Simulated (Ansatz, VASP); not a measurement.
## Ir: VASP beside Ansatz

```
Ir
1.0
     0.00000    1.93533    1.93533
     1.93533    0.00000    1.93533
     1.93533    1.93533    0.00000
Ir
1
Direct
  0.00000 0.00000 0.00000
```

Alike in both runs: functional PBE; k mesh 18 × 18 × 18; occupations gaussian, width 0.1 eV; no spin polarisation.

Ansatz relaxed the structure, and its values are those at the end. VASP's run is a single point on that final structure, the one shown.

```csv
,VASP,Ansatz
version,VASP 6.6.1,Ansatz 0.2.0
potentials or method,"VASP PAW PBE potentials, release 64 (Ir), cutoff 520 eV","scalar-relativistic, plane waves, PAW"
valence electrons in the cell,9,17
```

Ansatz gave:

```
gap on the k mesh at the Fermi level (eV) : none
pressure (GPa)                            : 0.0
```

Task: What did VASP give for the same quantities?

Result: gap on the k mesh at the Fermi level (eV): none; pressure (GPa): 0.5.

A gap of «none» marks a metal or a gap that the smearing closes. The functional is the same, so the differences come from potentials, cutoffs and numerics. VASP's potentials hold 9 valence electrons a cell and Ansatz's 17, so a difference there can come from the potentials and not from the codes.

Spin-orbit coupling is off throughout.
